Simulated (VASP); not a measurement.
# NbAs (I4_1md) in VASP: single point with PBEsol

Aim: the single point of NbAs with PBEsol.

All numbers are computed with VASP 6.6.1; they aren't measurements. Logs are shortened: lines on timing, memory, paths and dates and some standing lists are left out, and cuts for length are marked.

### 1 The cell of the first run

Symmetry: I4_1md, No. 109, tetragonal system. Conventional cell: a = 3.439 Å, b = 3.439 Å, c = 11.593 Å, α = 90.00°, β = 90.00°, γ = 90.00°. Within 3.5 Å of Nb (site symmetry 2mm) lie 6 As at 2.60 to 2.61 Å and 8 Nb at 3.37 to 3.44 Å. Within 3.5 Å of As (site symmetry 2mm) lie 6 Nb at 2.60 to 2.61 Å and 8 As at 3.37 to 3.44 Å.

### 2 Single point, PBEsol

INCAR

```
SYSTEM = NbAs
ALGO = Normal
EDIFF = 1E-6
ENCUT = 500
GGA = PS
GGA_COMPAT = .False.
ISIF = 2
ISMEAR = 0
LASPH = .True.
LCHARG = .False.
LREAL = .False.
LWAVE = .False.
NBANDS = 26
NELM = 120
PREC = Accurate
SIGMA = 0.1
```

KPOINTS

```
k-points
0
Gamma
  18 18 18
  0 0 0
```

POSCAR

```
NbAs
1.0
   -1.7196471205      1.7196471205      5.7966641707
    1.7196471205     -1.7196471205      5.7966641707
    1.7196471205      1.7196471205     -5.7966641707
Nb As
2 2
Direct
   -0.0012547091     -0.0012547091      0.0000000000
    0.7487452909      0.2487452909      0.5000000000
    0.4172547091      0.4172547091      0.0000000000
    0.1672547091      0.6672547091      0.5000000000
```

Potentials or basis: VASP PAW PBE potentials, release 64 (Nb_sv, As).

Command:

```bash
> cat potpaw_PBE.64/Nb_sv/POTCAR potpaw_PBE.64/As/POTCAR > POTCAR
> mpirun -np 1 vasp_std > vasp.out
```

OUTCAR:

```text
SYSTEM = NbAs
   EDIFF = 1E-6
   ENCUT = 500
   GGA = PS
   ISIF = 2
   ISMEAR = 0
   LASPH = .True.
   LREAL = .False.
   NELM = 120
   PREC = Accurate

 ion  position               nearest neighbor table
   1  0.999  0.999  0.000-   4 2.60   4 2.60   3 2.61   3 2.61   3 2.61   3 2.61
   2  0.749  0.249  0.500-   3 2.60   3 2.60   4 2.61   4 2.61   4 2.61   4 2.61
   3  0.417  0.417  0.000-   2 2.60   2 2.60   1 2.61   1 2.61   1 2.61   1 2.61
   4  0.167  0.667  0.500-   1 2.60   1 2.60   2 2.61   2 2.61   2 2.61   2 2.61

  LATTYP: Found a body centered tetragonal cell.
 ALAT       =     3.4392942410
 C/A-ratio  =     3.3708451586

  Lattice vectors:

 A1 = (  -1.7196471205,   1.7196471205,   5.7966641707)
 A2 = (   1.7196471205,  -1.7196471205,   5.7966641707)
 A3 = (   1.7196471205,   1.7196471205,  -5.7966641707)

Analysis of symmetry for initial positions (statically):
=====================================================================
 Subroutine PRICEL returns:
 Original cell was already a primitive cell.

 Routine SETGRP: Setting up the symmetry group for a
 body centered tetragonal supercell.

 Subroutine GETGRP returns: Found  8 space group operations
 (whereof  4 operations were pure point group operations)
 out of a pool of 16 trial point group operations.

The static configuration has the point symmetry C_2v.
 The point group associated with its full space group is C_4v.

Analysis of symmetry for dynamics (positions and initial velocities):
=====================================================================
 Subroutine PRICEL returns:
 Original cell was already a primitive cell.

 Routine SETGRP: Setting up the symmetry group for a
 body centered tetragonal supercell.

 Subroutine GETGRP returns: Found  8 space group operations
 (whereof  4 operations were pure point group operations)
 out of a pool of 16 trial point group operations.

The dynamic configuration has the point symmetry C_2v.
 The point group associated with its full space group is C_4v.

 Subroutine INISYM returns: Found  8 space group operations
 (whereof  4 operations are pure point group operations),
 and found     1 'primitive' translations

----------------------------------------------------------------------------------------

                                     Primitive cell

  volume of cell :      68.5673

  direct lattice vectors                    reciprocal lattice vectors
    -1.719647120  1.719647120  5.796664171     0.000000000  0.290757327  0.086256506
     1.719647120 -1.719647120  5.796664171     0.290757327  0.000000000  0.086256506
     1.719647120  1.719647120 -5.796664171     0.290757327  0.290757327  0.000000000

  length of vectors
     6.286150487  6.286150487  6.286150487     0.303282060  0.303282060  0.411192955

  position of ions in fractional coordinates (direct lattice)
     0.998745291  0.998745291  0.000000000
     0.748745291  0.248745291  0.500000000
     0.417254709  0.417254709  0.000000000
     0.167254709  0.667254709  0.500000000

  ion indices of the primitive-cell ions
   primitive index   ion index
                 1           1
                 2           2
                 3           3
                 4           4

----------------------------------------------------------------------------------------

 KPOINTS: k-points

Automatic generation of k-mesh.
 Grid dimensions read from file:
 generate k-points for:   18   18   18

 Generating k-lattice:

  Cartesian coordinates                     Fractional coordinates (reciprocal lattice)
     0.000000000  0.016153185  0.004792028     0.055555556  0.000000000  0.000000000
     0.016153185  0.000000000  0.004792028     0.000000000  0.055555556  0.000000000
     0.016153185  0.016153185  0.000000000     0.000000000  0.000000000  0.055555556

  Length of vectors
     0.016849003  0.016849003  0.022844053

  Shift w.r.t. Gamma in fractional coordinates (k-lattice)
     0.000000000  0.000000000  0.000000000

 Subroutine IBZKPT returns following result:
 ===========================================

 Found    480 irreducible k-points:

 Following reciprocal coordinates:
            Coordinates               Weight
  0.000000  0.000000  0.000000      1.000000
  0.055556  0.000000 -0.000000      8.000000
  0.111111  0.000000 -0.000000      8.000000
  0.166667  0.000000  0.000000      8.000000
  0.222222 -0.000000  0.000000      8.000000
  0.277778 -0.000000  0.000000      8.000000
[... 16 lines left out ...]
 -0.277778  0.055556 -0.000000     16.000000
 -0.222222  0.055556 -0.000000     16.000000
 [... further k-points ...]
   k-points           NKPTS =    480   k-points in BZ     NKDIM =    480   number of bands    NBANDS=     26
   number of dos      NEDOS =    301   number of ions     NIONS =      4
   total plane-waves  NPLWV = 110592
   dimension x,y,z NGX =    48 NGY =   48 NGZ =   48
   dimension x,y,z NGXF=    96 NGYF=   96 NGZF=   96
   ions per type =               2   2
   NGX,Y,Z   is equivalent  to a cutoff of  12.69, 12.69, 12.69 a.u.
   NGXF,Y,Z  is equivalent  to a cutoff of  25.39, 25.39, 25.39 a.u.
 SYSTEM =  NbAs
   PREC   = accura    normal or accurate (medium, high low for compatibility)
   ISTART =      0    job   : 0-new  1-cont  2-samecut
   ICHARG =      2    charge: 1-file 2-atom 10-const
   ISPIN  =      1    spin polarized calculation?
   LNONCOLLINEAR =      F non collinear calculations
   LSORBIT =      F    spin-orbit coupling
   LASPH  =      T    aspherical Exc in radial PAW
   ENCUT  =  500.0 eV  36.75 Ry    6.06 a.u.  11.46 11.46 11.46*2*pi/ulx,y,z
   NELM   =    120;   NELMIN=  2; NELMDL= -5     # of ELM steps
   EDIFF  = 0.1E-05   stopping-criterion for ELM
   LREAL  =      F    real-space projection
   EDIFFG = 0.1E-04   stopping-criterion for IOM
   NSW    =      0    number of steps for IOM
   IBRION =     -1    ionic relax: 0-MD 1-quasi-New 2-CG
   NFREE  =      0    steps in history (QN), initial steepest desc. (CG)
   ISIF   =      2    stress and relaxation
   ISYM   =      2    0-nonsym 1-usesym 2-fastsym
   POTIM  = 0.5000    time-step for ionic-motion
   TEBEG  =    0.0;   TEEND  =   0.0 temperature during run
   PSTRESS=    0.0 pullay stress
   NELECT =      36.0000    total number of electrons
   NUPDOWN=      -1.0000    fix difference up-down
   EMIN   =  10.00;   EMAX   =-10.00  energy-range for DOS
   EFERMI =   0.00;   METHOD = LEGACY
   ISMEAR =     0;   SIGMA  =   0.10  broadening in eV -4-tet -1-fermi 0-gaus
   EFERMI_NEDOS =   21; number of points for ismear=-14 and -15
   IALGO  =     38    algorithm
   IMIX   =      4    mixing-type and parameters
     AMIX     =   0.40;   BMIX     =  1.00
     AMIX_MAG =   1.60;   BMIX_MAG =  1.00
  volume/ion in A,a.u.               =      17.14       115.68
  Fermi-wavevector in a.u.,A,eV,Ry     =   1.320698  2.495757 23.731856  1.744242
  Thomas-Fermi vector in A             =   2.450505
   LORBIT       =      0    0 simple, 1 ext, 2 COOP (PROOUT), +10 PAW based schemes
   GGA     = PS    functional components
   LHFCALC =     F    Hartree Fock is set to
   AEXX    =    0.0000 exact exchange contribution
   IVDW    =     0    specifies the selected vdW correction
   LEPSILON=     F    determine dielectric tensor
   LRPA    =     F    only Hartree local field effects (RPA)
 non-spin polarized calculation
 Gauss-broadening in eV      SIGMA  =   0.10
  energy-cutoff  :      500.00
  volume of cell :       68.57
 maximum number of plane-waves:      1759
 NGX is ok and might be reduce to    48
   NGX = 23   NGY = 23   NGZ = 23

 number of electron      36.0000001 magnetization

 Free energy of the ion-electron system (eV)
  ---------------------------------------------------
  ext. energy  EPLUGINS =         0.00000000
  ---------------------------------------------------
  free energy    TOTEN  =       -35.12687785 eV

  energy without entropy =      -35.12448215  energy(sigma->0) =      -35.12568000

 E-fermi :   9.6978     XC(G=0): -12.0353

 val. band max:        9.6949067607   @ k =  -0.1111   0.3889   0.1111
 cond. band min:       9.7005033604   @ k =  -0.0556   0.5000   0.0556
 fundamental gap:      0.0055965997
 Fermi energy:         9.6978291198

 k-point     1 :       0.0000    0.0000    0.0000
  band No.  band energies     occupation
      1     -45.2902      2.00000
      2     -45.2587      2.00000
      3     -21.5512      2.00000
      4     -21.4335      2.00000
      5     -21.4335      2.00000
      6     -21.2767      2.00000
[... 18 lines left out ...]
     25      13.6631      0.00000
     26      13.6633      0.00000

 k-point     2 :       0.0556    0.0000   -0.0000
  band No.  band energies     occupation
      1     -45.2896      2.00000
      2     -45.2585      2.00000
      3     -21.5489      2.00000
      4     -21.4401      2.00000
      5     -21.4329      2.00000
      6     -21.2833      2.00000
[... 18 lines left out ...]
     25      13.7549      0.00000
     26      13.8018      0.00000

 k-point     3 :       0.1111    0.0000   -0.0000
  band No.  band energies     occupation
      1     -45.2880      2.00000
      2     -45.2579      2.00000
      3     -21.5428      2.00000
      4     -21.4584      2.00000
      5     -21.4311      2.00000
      6     -21.3017      2.00000
[... 18 lines left out ...]
     25      13.9108      0.00000
     26      14.1708      0.00000

 k-point     4 :       0.1667    0.0000    0.0000
  band No.  band energies     occupation
      1     -45.2854      2.00000
      2     -45.2571      2.00000
      3     -21.5372      2.00000
      4     -21.4822      2.00000
      5     -21.4283      2.00000
      6     -21.3287      2.00000
[... 18 lines left out ...]
     25      14.0913      0.00000
     26      14.6679      0.00000
[... 496 lines left out ...]
      1     -45.2751      2.00000
      2     -45.2539      2.00000
      3     -21.6142      2.00000
      4     -21.4792      2.00000
      5     -21.4242      2.00000
      6     -21.4126      2.00000
[... 18 lines left out ...]
     25      14.2423      0.00000
     26      15.8376      0.00000

 k-point    23 :      -0.2778    0.0556   -0.0000
  band No.  band energies     occupation
      1     -45.2786      2.00000
      2     -45.2546      2.00000
      3     -21.5798      2.00000
      4     -21.4867      2.00000
      5     -21.4270      2.00000
      6     -21.3911      2.00000
[... 18 lines left out ...]
     25      14.3509      0.00000
     26      15.4845      0.00000

 k-point    24 :      -0.2222    0.0556   -0.0000
  band No.  band energies     occupation
      1     -45.2821      2.00000
      2     -45.2555      2.00000
      3     -21.5485      2.00000
      4     -21.4938      2.00000
      5     -21.4308      2.00000
      6     -21.3601      2.00000
[... 18 lines left out ...]
     25      14.3346      0.00000
     26      15.0278      0.00000

 [... further k-points ...]
[... 5 lines left out ...]
  --------------------------------------------------------------------------------------
  -------------------------------------------------------------------------------------
  Total        0.0727019      0.0727019      0.0315874      0.0000000      0.0000000      0.0000000
  in kB        1.6987886      1.6987886      0.7380878      0.0000000      0.0000000      0.0000000
  external PRESSURE =       1.3785550 kB  Pullay stress =       0.0000000 kB

 VOLUME and BASIS-vectors are now :
 -----------------------------------------------------------------------------
  energy-cutoff  :      500.00
  volume of cell :       68.57
      direct lattice vectors                 reciprocal lattice vectors
    -1.719647120  1.719647120  5.796664171     0.000000000  0.290757327  0.086256506
     1.719647120 -1.719647120  5.796664171     0.290757327  0.000000000  0.086256506
     1.719647120  1.719647120 -5.796664171     0.290757327  0.290757327  0.000000000

 POSITION                                       TOTAL-FORCE (eV/Angst)
 -----------------------------------------------------------------------------------
      0.00000      0.00000     11.57878        -0.000000      0.000000     -0.001158
      0.00000      1.71965      2.88379         0.000000     -0.000000     -0.001158
      0.00000      0.00000      4.83737         0.000000     -0.000000      0.001158
      1.71965      0.00000      1.93904        -0.000000      0.000000      0.001158
 -----------------------------------------------------------------------------------
    total drift:                                0.000000      0.000000     -0.000268

  FREE ENERGIE OF THE ION-ELECTRON SYSTEM (eV)
  ---------------------------------------------------
  free  energy   TOTEN  =       -35.1268778545 eV

  energy  without entropy=      -35.1244821540  energy(sigma->0) =      -35.12568000
```

Run time: 13 min. Hardware: 1 thread of Intel Xeon Platinum 8559C (Emerald Rapids), shared host; peak memory 0.87 GiB.

Results:

* Free energy: -35.1269 eV
* Pressure: 0.1 GPa
* Band gap on the k mesh: zero (bands 18 and 19 overlap by 0.04 eV)

Levels at points of the mesh, in eV from the Fermi level:
```csv
k point,band 16,band 17,band 18,band 19,band 20,band 21
"(0.00, 0.00, 0.00)",-1.72,-1.39,-1.39,0.70,1.29,2.51
"(0.50, 0.00, 0.00)",-1.81,-1.42,-0.05,0.05,1.22,2.17
"(0.50, 0.50, 0.00)",-2.81,-0.63,-0.63,2.46,2.46,2.74
"(0.50, 0.50, 0.50)",-2.59,-0.53,-0.53,0.98,0.98,2.00
```

Caveat: the PAW data sets were made with another functional, which shifts forces and pressure a little.
